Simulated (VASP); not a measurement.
Write the native input for VASP 6.6.1 that does the following.

- Task: single point
- Functional: PBEsol
- Potentials or basis: VASP PAW PBE potentials, release 64 (Mn_pv)
- Cutoff: 500 eV
- k mesh: 9 × 9 × 9
- Occupations: gaussian, width 0.1 eV
- Spin: no spin polarisation
- Dipole correction: no
- Further INCAR settings: ALGO = Normal; EDIFF = 1e-06; NBANDS = 12

The structure of Mn lies in POSCAR:

```
Mn
1.0
    1.9418655268      1.1211365846      0.7934906585
   -1.9418655268      1.1211365846      0.7934906585
    0.0000000000     -2.2422731692      0.7934906585
Mn
1
Direct
    0.5000000000      0.5000000000      0.5000000000
```

These files were run (other wordings do the same):

INCAR

```
SYSTEM = Mn
PREC     = Accurate       ! precision mode
ENCUT    = 500            ! plane-wave cutoff, eV
EDIFF    = 1E-6           ! SCF threshold, eV
ISMEAR   = 0              ! smearing method
SIGMA    = 0.1            ! smearing width, eV
LREAL    = .FALSE.        ! projectors in reciprocal space
LASPH    = .TRUE.         ! aspherical terms in the spheres
NELM     = 120            ! most SCF steps
ALGO     = Normal         ! electronic algorithm
ISIF     = 2              ! what is computed and relaxed
LWAVE    = .FALSE.        ! write WAVECAR
LCHARG   = .TRUE.         ! write CHGCAR
GGA      = PS             ! functional
LELF     = .TRUE.         ! ELF
LVHAR    = .TRUE.       
NBANDS   = 12             ! bands
GGA_COMPAT= .FALSE.
```

KPOINTS

```
Automatic mesh
0
G
  9 9 9
  0 0 0
```

Potentials or basis: VASP PAW PBE potentials, release 64 (Mn_pv).

The run is started by

```sh
$ cat potpaw_PBE.64/Mn_pv/POTCAR > POTCAR
$ mpirun -np 1 vasp_std > vasp.out
```

Results of the run:

| Quantity | Value |
| --- | --- |
| Pressure | 0.1 GPa |

Caveat: the PAW data sets were made with another functional, which shifts forces and pressure a little; the run has no spin polarisation, though such a crystal can be magnetic.

It took 8.3 s on 1 thread of Intel(R) Xeon(R) Platinum 8259CL CPU @ 2.50GHz (Skylake/Cascade Lake), with other jobs on the host, peak memory 0.12 GiB.
